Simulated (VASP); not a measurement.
**Ir: electric field gradients with PBE**

The system is Ir.

```
Ir
1.0
     0.00000    1.91970    1.86211
     1.91970    0.00000    1.86211
     1.91970    1.91970    0.00000
Ir
1
Cartesian
  0.0000 0.0000 0.0000
```

This cell differs from its parent crystal: zz strain of -3 %.

```
Program                : VASP 6.6.1
Task                   : electric field gradients
Functional             : PBE
Potentials or basis    : VASP PAW PBE potentials, release 64 (Ir)
Cutoff                 : 520 eV
k mesh                 : 15 × 15 × 15
Occupations            : fermi-dirac, width 0.05 eV
Spin                   : no spin polarisation
Dipole correction      : no
Further INCAR settings : ALGO = Normal; EDIFF = 1e-08; NBANDS = 10
```

The pressure is 22.8 GPa.

Stress tensor (GPa, compression positive):
```
18.66  0.00  0.00
 0.00 18.66  0.00
 0.00  0.00 31.15
```

Levels at points of the mesh, in eV from the Fermi level:
| k point | band 1 | band 2 | band 3 | band 4 | band 5 | band 6 | band 7 | band 8 | band 9 |
| --- | --- | --- | --- | --- | --- | --- | --- | --- | --- |
| (0.00, 0.00, 0.00) | -11.50 | -4.25 | -4.25 | -3.85 | -1.58 | -1.04 | 14.23 | 19.64 | 19.64 |

Electric field gradients, principal values (V/Å²):
```csv
atom,least,middle,greatest (by size)
1 Ir,10.694,10.694,-21.388
```

Run time: 20 s on 1 thread of Intel(R) Xeon(R) Platinum 8375C CPU @ 2.90GHz (Ice Lake), with other jobs on the host, peak memory 0.16 GiB.

Caveat: the cell differs from its parent crystal (zz strain of -3 %); without QUAD_EFG the Cq values of the log hold for a quadrupole moment of 1 mb, not for the nuclei; spin-orbit coupling is left out, which moves the levels of the heavy elements.
